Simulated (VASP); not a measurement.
## TiOs3: single point with PBE

The system is TiOs3.

```
Ti Os
1.0
     4.03741    0.00000    0.00000
     0.00000    4.03741    0.00000
     0.00000    0.00000    4.03741
Ti Os
1 3
Cartesian
  0.0000 0.0000 0.0000
  2.0187 2.0187 0.0000
  2.0187 0.0000 2.0187
  0.0000 2.0187 2.0187
```

```yaml
Program: VASP 6.6.1
Task: single point
Functional: PBE
Potentials_or_basis: VASP PAW PBE potentials, release 64 (Ti_sv, Os)
Cutoff: 520 eV
k_mesh: 6 × 6 × 6
Occupations: gaussian, width 0.2 eV
Spin: no spin polarisation
```

```yaml
Pressure: -27.7 GPa
Band_gap_on_the_k_mesh: zero (band 18 reaches 9.86 eV, above the bottom of band 19 at 6.52 eV)
```

Levels at points of the mesh, in eV from the Fermi level:
```csv
k point,band 16,band 17,band 18,band 19,band 20,band 21
"(0.00, 0.00, 0.00)",0.77,2.23,2.61,2.61,2.61,2.74
"(0.50, 0.00, 0.00)",-1.01,-0.20,-0.19,-0.19,1.18,1.31
"(0.50, 0.50, 0.00)",-0.83,-0.77,-0.77,-0.72,0.21,0.35
"(0.50, 0.50, 0.50)",-0.71,0.11,0.47,0.47,0.47,2.24
```

It took 20 s on 1 thread of Intel(R) Xeon(R) 6975P-C (Granite Rapids), with other jobs on the host, peak memory 0.18 GiB.

Caveat: spin-orbit coupling is left out, which moves the levels of the heavy elements.
